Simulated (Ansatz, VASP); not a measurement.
TiSi6: VASP beside Ansatz

The input INCAR:

```
ALGO = Normal
EDIFF = 1E-6
EDIFFG = -0.01
ENCUT = 600
GGA = PE
IBRION = 2
ISIF = 3
ISMEAR = 0
LASPH = True
LCHARG = False
LREAL = False
LWAVE = False
NELM = 60
NSW = 100
PREC = Accurate
SIGMA = 0.1
```

Contents of KPOINTS:

```
k-points
0
Gamma
  6 6 14
```

POSCAR

```
TiSi6
1.0
    7.2731095205      0.0000000000      0.0000000000
   -3.6365547603      6.2986976093      0.0000000000
    0.0000000000      0.0000000000      2.6573021966
Ti Si
1 6
Direct
    0.0000000000      0.0000000000      0.0000000000
    0.0000000000      0.3357458524      0.5000000000
    0.6642541476      0.6642541476      0.5000000000
    0.3357458524      0.0000000000      0.5000000000
    0.0000000000      0.6642541476      0.5000000000
    0.3357458524      0.3357458524      0.5000000000
    0.6642541476      0.0000000000      0.5000000000
```

Input for Ansatz:

```yaml
crystal:
  lattice:
    - [7.2731095205, 0.0, 0.0]
    - [-3.6365547603, 6.2986976093, 0.0]
    - [0.0, 0.0, 2.6573021966]
  atoms:
    - { symbol: Ti, position: [0.0, 0.0, 0.0] }
    - { symbol: Si, position: [0.0, 0.3357458524, 0.5] }
    - { symbol: Si, position: [0.6642541476, 0.6642541476, 0.5] }
    - { symbol: Si, position: [0.3357458524, 0.0, 0.5] }
    - { symbol: Si, position: [0.0, 0.6642541476, 0.5] }
    - { symbol: Si, position: [0.3357458524, 0.3357458524, 0.5] }
    - { symbol: Si, position: [0.6642541476, 0.0, 0.5] }
basis:
  ecutwfc: 420
kpoints:
  mp_grid: { grid: [6, 6, 14] }
hamiltonian:
  xc: pbe
scf:
  occupations: { method: gaussian, width: 0.1 }
output:
  forces: true
  stress: true
  eigenvalues: true
  write_density: true
  write_potential: true
  elf: true
  volumetric_format: npy
relax:
  adjacent_minimum: "off"
  f_tol: 0.01
  max_steps: 80
  cell: { stress_tol: 0.05 }
```

Change from the starting cell: species swapped into the LiC6 type (P6/mmm, No. 191).

Alike in both runs: task relaxation of cell and atoms; functional PBE; k mesh 6 × 6 × 14; occupations gaussian, width 0.1 eV; no spin polarisation.

```csv
,VASP,Ansatz
version,VASP 6.6.1,Ansatz 0.2.0
potentials or method,"VASP PAW PBE potentials, release 64 (Ti_sv, Si), cutoff 600 eV","scalar-relativistic, plane waves, PAW"
valence electrons in the cell,36,36
```

Ansatz gave:

```
gap on the k mesh at the Fermi level, each at its own relaxed structure (eV)  : none
relaxed volume (Å³/atom)                                                      : 17.29
relaxed length of the cell vector where the two differ most in proportion (Å) : 7.236
```

**Question.** Which values does VASP return?

**Answer.** gap on the k mesh at the Fermi level, each at its own relaxed structure (eV): none; relaxed volume (Å³/atom): 17.28; relaxed length of the cell vector where the two differ most in proportion (Å): 7.235.

A gap of «none» marks a metal or a gap that the smearing closes.
